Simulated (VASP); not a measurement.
# La: single point with r2SCAN

La:

```
La
1.0
     0.00000    2.61877    2.61877
     2.61877    0.00000    2.61877
     2.61877    2.61877    0.00000
La
1
Cartesian
  0.0000 0.0000 0.0000
```

This cell differs from its parent crystal: volume scaled by 0.96.

```
Program                : VASP 6.6.1
Task                   : single point
Functional             : r2SCAN
Potentials or basis    : VASP PAW PBE potentials, release 64 (La)
Cutoff                 : 520 eV
k mesh                 : 12 × 12 × 12
Occupations            : fermi-dirac, width 0.1 eV
Spin                   : no spin polarisation
Dipole correction      : no
Further INCAR settings : ALGO = Normal; EDIFF = 1e-07; NBANDS = 12
```

The pressure is 0.8 GPa.

Levels at points of the mesh, in eV from the Fermi level:
```
           k point  band 2  band 3  band 4  band 5  band 6  band 7  band 8  band 9
(0.00, 0.00, 0.00)  -16.44  -16.44  -16.44   -3.27    1.56    1.70    1.70    1.70
(0.50, 0.00, 0.00)  -18.03  -16.63  -16.63   -1.79    1.45    1.45    1.58    2.19
(0.50, 0.50, 0.00)  -17.91  -16.99  -16.99   -2.18   -1.53    2.29    2.32    2.32
```

Wall time 4.4 min on 1 thread of Intel(R) Xeon(R) Platinum 8488C (Sapphire Rapids) (shared host), peak memory 0.2 GiB.

Caveat: the PAW data sets were made with another functional, which shifts forces and pressure a little; spin-orbit coupling is left out, which moves the levels of the heavy elements.
